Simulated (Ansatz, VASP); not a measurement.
One calculation of Ni, two programs

```
Ni
1.0
     3.93929    0.00000    0.00000
    -1.96964    3.41152    0.00000
     0.00000    0.00000    2.36684
Ni
3
Direct
  0.00000 0.00000 0.00000
  0.33333 0.66667 0.50000
  0.66667 0.33333 0.50000
```

Alike in both runs: functional r2SCAN; k mesh 9 × 9 × 13; occupations fermi-dirac, width 0.1 eV; no spin polarisation.

Ansatz relaxed the structure, and its values are those at the end. VASP's run is a single point on that final structure, the one shown.

```csv
,VASP,Ansatz
version,VASP 6.6.1,Ansatz 0.2.0
potentials or method,"VASP PAW PBE potentials, release 64 (Ni), cutoff 520 eV","plane waves (500 eV) with PAW, scalar-relativistic"
valence electrons in the cell,30,54
```

Ansatz gave:

| Property | Result |
| --- | --- |
| pressure (GPa) | 0.0 |

What did VASP give for the same quantities?

Pressure (GPa): 0.6.

VASP's potentials were made for PBE, not for r2SCAN. VASP's potentials hold 30 valence electrons a cell and Ansatz's 54, so a difference there can come from the potentials and not from the codes.
